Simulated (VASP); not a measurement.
A run of VASP 6.6.1 is set up as follows.

Contents of INCAR:

```
  ALGO = Normal
  EDIFF = 1E-6
  ENCUT = 520
  GGA = PE
  ISIF = 2
  ISMEAR = -1
  ISPIN = 2
  LASPH = T
  LCHARG = F
  LMAXMIX = 4
  LORBIT = 11
  LREAL = F
  LWAVE = F
  MAGMOM = 4 -4
  NBANDS = 19
  NELM = 150
  PREC = Accurate
  SIGMA = 0.05
```

Contents of KPOINTS:

```
k-points
0
Gamma
  12 12 6
```

The input POSCAR:

```
Fe
1.0
    0.0000000000      1.8195000000      1.8195000000
    1.8195000000      0.0000000000      1.8195000000
    3.6390000000      3.6390000000      0.0000000000
Fe
2
Direct
    0.0000000000      0.0000000000      0.0000000000
    0.0000000000      0.0000000000      0.5000000000
```

Potentials or basis: VASP PAW PBE potentials, release 64 (Fe).

Run with:

```sh
$ cat potpaw_PBE.64/Fe/POTCAR > POTCAR
$ mpirun -np 1 vasp_std > vasp.out
```

What does it give for the site moments?

Fe +2.03, -2.03 μB.

Estimate the band gap on the k mesh.

zero (filled and empty bands overlap).

Predict the net moment.

0.00 μB per cell.

Stress tensor (GPa, compression positive):
```
-13.98   2.83  -2.83
  2.83 -13.98  -2.83
 -2.83  -2.83 -13.98
```
